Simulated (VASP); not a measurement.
A run of VASP 6.6.1 is set up as follows.

File INCAR:

```
PREC = Accurate ; ENCUT = 520
EDIFF = 1E-6 ; ISMEAR = 0
SIGMA = 0.15 ; LREAL = F
LASPH = T ; NELM = 150
ALGO = Normal ; ISIF = 2
LWAVE = F ; LCHARG = F
ISPIN = 2 ; MAGMOM = 0.5
LORBIT = 11 ; NUPDOWN = 0.5
LMAXMIX = 4 ; GGA = PS
NBANDS = 16
```

File KPOINTS:

```
regular mesh
0
Gamma
  22 22 22
```

POSCAR

```
Ti
1.0
   -1.6051145456      1.6051145456      1.6051145456
    1.6051145456     -1.6051145456      1.6051145456
    1.6051145456      1.6051145456     -1.6051145456
Ti
1
Direct
    0.0000000000      0.0000000000      0.0000000000
```

Potentials or basis: VASP PAW PBE potentials, release 64 (Ti_sv).

Launch:

```bash
$ cat potpaw_PBE.64/Ti_sv/POTCAR > POTCAR
$ mpirun -np 1 vasp_std > vasp.out
```

Q: Estimate the pressure.

A: 0.5 GPa.

Caveat: the PAW data sets were made with another functional, which shifts forces and pressure a little; the total moment is fixed, so each spin has its own Fermi level and the state may be an excited one.
